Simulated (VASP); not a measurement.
# K16Na (a cell with a defect): single point with PBE+D3(BJ)

The system is K16Na (a cell with a defect).

```
CELL_PARAMETERS angstrom
10.46000 0.00000 0.00000
0.00000 10.46000 0.00000
0.00000 0.00000 10.46000
ATOMIC_POSITIONS crystal
K 0.98528 0.94874 0.99997
K 0.47412 0.02110 0.99998
K 0.98553 0.55106 0.99997
K 0.98714 0.98339 0.49999
K 0.26485 0.24992 0.30159
K 0.47402 0.47878 0.99998
K 0.53122 0.00774 0.49994
K 0.77705 0.24999 0.22952
K 0.98722 0.51651 0.49999
K 0.26326 0.75003 0.26573
K 0.26490 0.24992 0.69831
K 0.53112 0.49217 0.49995
K 0.71924 0.74986 0.24162
K 0.77706 0.24999 0.77042
K 0.26328 0.75004 0.73421
K 0.71921 0.74986 0.75832
Na 0.12606 0.24981 0.99992
```

```yaml
Program: VASP 6.6.1
Task: single point
Functional: PBE
Dispersion: D3(BJ)
Potentials_or_basis: VASP PAW PBE potentials, release 64 (K_sv, Na_pv)
Cutoff: 520 eV
k_mesh: 1 × 1 × 1
Occupations: fermi-dirac, width 0.15 eV
Spin: no spin polarisation
Dipole_correction: no
Further_INCAR_settings: LREAL = Auto; ALGO = Normal; EDIFF = 1e-07; NBANDS = 90
```

| Item | Value |
| --- | --- |
| Pressure | 0.1 GPa |
| Largest force | 0.021 eV/Å |
| Band gap on the k mesh | zero (an odd number of electrons rules out a gap without spin polarisation) |
| Dispersion energy per atom | -0.121 eV |

Forces on the atoms (eV/Å):
```
K    0.016  0.013  0.000
K    0.002 -0.005 -0.001
K    0.015 -0.014  0.000
K    0.006  0.010  0.000
K   -0.015  0.000 -0.015
K    0.000  0.005  0.000
K    0.003 -0.002  0.001
K    0.001  0.000  0.006
K    0.007 -0.012  0.000
K   -0.007  0.000 -0.012
K   -0.014 -0.001  0.013
K    0.004  0.004  0.002
K   -0.006  0.001  0.009
K    0.001  0.000 -0.006
K   -0.007  0.000  0.012
K   -0.005  0.001 -0.009
Na  -0.001  0.000  0.000
```

Stress tensor (GPa, compression positive):
```
0.01 0.00 0.00
0.00 0.15 0.00
0.00 0.00 0.15
```

Levels at points of the mesh, in eV from the Fermi level:
| k point | band 72 | band 73 | band 74 | band 75 | band 76 | band 77 |
| --- | --- | --- | --- | --- | --- | --- |
| (0.00, 0.00, 0.00) | -0.89 | -0.88 | -0.86 | 0.10 | 0.18 | 0.18 |

Run time: 8 min on 1 thread of Intel Xeon 8259CL (shared host), peak memory 0.89 GiB.

Caveat: the k points lie up to 0.60 Å⁻¹ apart, too coarse for converged energies and pressures of a metal.
